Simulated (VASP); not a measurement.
**O: single point with r2SCAN**

O:

```
O
1.0
     1.77559    0.00000    0.00000
     0.00000    1.77559    0.00000
     0.00000    0.00000    3.05305
O
1
Cartesian
  0.0000 0.0000 0.0000
```

```yaml
Program: VASP 6.6.1
Task: single point
Functional: r2SCAN
Potentials_or_basis: VASP PAW PBE potentials, release 64 (O)
Cutoff: 520 eV
k_mesh: 6 × 6 × 3
Occupations: fermi-dirac, width 0.1 eV
Spin: no spin polarisation
```

| Item | Value |
| --- | --- |
| Pressure | -2.3 GPa |
| Band gap on the k mesh | zero (band 3 reaches 4.24 eV, above the bottom of band 4 at -0.66 eV) |

Stress tensor (GPa, compression positive):
```
-3.60  0.00  0.00
 0.00 -3.60  0.00
 0.00  0.00  0.34
```

Levels at points of the mesh, in eV from the Fermi level:
```tsv
k point	band 1	band 2	band 3	band 4	band 5	band 6	band 7	band 8
(0.00, 0.00, 0.00)	-24.74	-5.37	3.50	3.50	8.61	28.91	30.85	34.82
(0.50, 0.00, 0.00)	-18.92	-10.14	-1.84	5.07	19.53	20.02	22.21	39.26
(0.50, 0.50, 0.00)	-13.52	-6.42	-6.42	0.76	17.43	31.13	31.13	31.31
```

Run time: 8.1 s on 1 thread of AMD EPYC 7R13 Processor (Zen 3), on a shared host, peak memory 0.08 GiB.

Caveat: the k points lie up to 0.69 Å⁻¹ apart; the PAW data sets were made with another functional, which shifts forces and pressure a little.
